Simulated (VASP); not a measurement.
Set up this calculation in VASP 6.6.1, as the native input.

```
Task                   : single point
Functional             : BLYP
Potentials or basis    : VASP PAW PBE potentials, release 64 (Sn_d, Se)
Cutoff                 : 520 eV
k mesh                 : 8 × 8 × 8
Occupations            : methfessel-paxton, width 0.025 eV
Spin                   : no spin polarisation
Dipole correction      : no
Further INCAR settings : ALGO = Normal; EDIFF = 1e-07; NBANDS = 17
```

The structure of SnSe lies in POSCAR:

```
SnSe
1.0
    4.3947054408      0.0000000000      0.0000000000
    2.1973527204      3.8059265539      0.0000000000
    2.1973527204      1.2686421846      3.5882619666
Sn Se
1 1
Direct
    0.0000000000      0.0000000000      0.0000000000
    0.5000000000      0.5000000000      0.5000000000
```

The input as run:

INCAR

```
SYSTEM = SnSe
PREC = Accurate
ENCUT = 520
EDIFF = 1E-7
ISMEAR = 1
SIGMA = 0.025
LREAL = .FALSE.
LASPH = .TRUE.
NELM = 100
ALGO = Normal
ISIF = 2
LWAVE = .FALSE.
LCHARG = .FALSE.
GGA = B5
ALDAX = 1.0
AGGAX = 1.0
AGGAC = 1.0
ALDAC = 0.0
NBANDS = 17
```

KPOINTS

```
regular mesh
0
G
  8 8 8
  0 0 0
```

Potentials or basis: VASP PAW PBE potentials, release 64 (Sn_d, Se).

Launch:

```bash
$ cat potpaw_PBE.64/Sn_d/POTCAR potpaw_PBE.64/Se/POTCAR > POTCAR
$ mpirun -np 1 vasp_std > vasp.out
```

Results of the run:

```
Pressure               : 0.1 GPa
Band gap on the k mesh : 0.05 eV, direct
```

Caveat: the PAW data sets were made with another functional, which shifts forces and pressure a little; spin-orbit coupling is left out, which moves the levels of the heavy elements.

Run time: 47 s on 1 thread of Intel(R) Xeon(R) Platinum 8175M CPU @ 2.50GHz (Skylake/Cascade Lake), on a shared host, peak memory 0.21 GiB.
